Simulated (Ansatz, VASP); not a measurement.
One calculation of As, two programs

```
As
1.0
     1.88080    1.08588    3.51406
    -1.88080    1.08588    3.51406
     0.00000   -2.17176    3.51406
As
2
Direct
  0.22600 0.22600 0.22600
  0.77400 0.77400 0.77400
```

Alike in both runs: task single point; functional PBE; k mesh 9 × 9 × 9; occupations gaussian, width 0.016 eV; no spin polarisation.

|  | VASP | Ansatz |
| --- | --- | --- |
| version | VASP 6.6.1 | Ansatz 0.2.0 |
| potentials or method | VASP PAW PBE potentials, release 64 (As) | Ansatz PAW |
| plane-wave cutoff (eV) | 520 | 420 |
| valence electrons in the cell | 10 | 30 |

```csv
,VASP,Ansatz,Ansatz less VASP
gap on the k mesh at the Fermi level (eV),none,none,-
pressure (GPa),4.1,3.7,-0.33
"traceless stress, the component that is largest in VASP (GPa)",-0.40,-0.30,+0.098
rms of the force components (eV/Å),0.284,0.249,-0.0352
```

Atom by atom the forces differ by 0.035 eV/Å (rms over components). A gap of «none» marks a metal or a gap that the smearing closes. VASP's potentials hold 10 valence electrons a cell and Ansatz's 30, so a difference there can come from the potentials and not from the codes.
